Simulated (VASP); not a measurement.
Runs of VASP 6.6.1 on Hf2H. The structure is that of space group Fm-3m (No. 225), or close to it. The cells are those of the table. 

```tsv
task	cell	k mesh	cutoff (eV)	gap on the mesh (eV)	pressure (GPa)
single point	a = 4.452 Å, angles 60.0°, 3 atoms	6 × 6 × 6	520	none	-13.9
single point	a = 4.130 Å, angles 60.0°, 3 atoms	6 × 6 × 6	520	none	-0.6
single point	a = 4.116 Å, angles 60.0°, 3 atoms	14 × 14 × 14	520	none	(a)
relaxation of cell and atoms	relaxed from a = 4.452 Å, angles 60.0°, 3 atoms	6 × 6 × 6	600	none	0.1
```

Alike in all rows: level PBE; potentials or basis VASP PAW PBE potentials, release 64 (Hf_pv, H); no spin polarisation; smearing gaussian 0.1 eV.

**Question.** Fill in the values left out.

**Answer.** (a) -0.4.

Caveats: spin-orbit coupling is left out, which moves the levels of the heavy elements.

A k mesh can miss the band edges, and the runs leave out spin-orbit coupling on Hf.

A gap of «none» marks levels without a gap at the run's occupations.
